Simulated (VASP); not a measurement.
# AlCu: single point with r2SCAN

The system is AlCu.

```
Al Cu
1.0
     2.99751    0.00000    0.00000
     0.00000    2.99751    0.00000
     0.00000    0.00000    2.99751
Al Cu
1 1
Direct
  0.00000 0.00000 0.00000
  0.45830 0.50000 0.50000
```

This cell differs from its parent crystal: all Cu atoms moved +0.125 Å, as atom 2 towards its neighbour atom 2 (Cu) at 2.998 Å.

```
Program             : VASP 6.6.1
Task                : single point
Functional          : r2SCAN
Potentials or basis : VASP PAW PBE potentials, release 64 (Al, Cu)
Cutoff              : 520 eV
k mesh              : 16 × 16 × 16
Occupations         : gaussian, width 0.15 eV
Spin                : no spin polarisation
```

| Property | Result |
| --- | --- |
| Pressure | -4.2 GPa |
| Largest force | 0.499 eV/Å |
| Band gap on the k mesh | zero (bands 7 and 8 overlap by 4.96 eV) |

Forces in eV/Å, atoms in the order of the input:
```
Al  -0.499  0.000  0.000
Cu   0.499  0.000  0.000
```

Stress tensor (GPa, compression positive):
```
-4.56  0.00  0.00
 0.00 -4.04  0.00
 0.00  0.00 -4.04
```

Levels at points of the mesh, in eV from the Fermi level:
```
           k point  band 3  band 4  band 5  band 6  band 7  band 8  band 9  band 10  band 11  band 12
(0.00, 0.00, 0.00)   -5.17   -4.09   -4.08   -4.08    4.06    4.06    4.09     6.43     6.43    10.99
(0.50, 0.00, 0.00)   -4.90   -4.53   -4.53   -4.04   -3.35    7.46    8.32     8.32     9.18     9.18
(0.00, 0.50, 0.00)   -4.89   -4.54   -4.52   -4.03   -3.37    7.46    8.46     8.52     8.97     9.05
(0.50, 0.50, 0.00)   -4.43   -4.42   -4.05   -4.01   -3.74   -0.88   -0.09    10.92    13.23    13.39
(0.00, 0.50, 0.50)   -4.48   -4.48   -3.98   -3.98   -3.74   -0.90   -0.08    10.95    13.08    13.08
(0.50, 0.50, 0.50)   -5.72   -3.72   -3.72    0.61    0.61    0.70    2.02     2.26     2.26     2.56
```

It took 11 min on 1 thread of Intel Xeon 8259CL (shared host), peak memory 0.24 GiB.

Caveat: the cell differs from its parent crystal (all Cu atoms moved +0.125 Å, as atom 2 towards its neighbour atom 2 (Cu) at 2.998 Å); the cell stands under tension; the PAW data sets were made with another functional, which shifts forces and pressure a little.
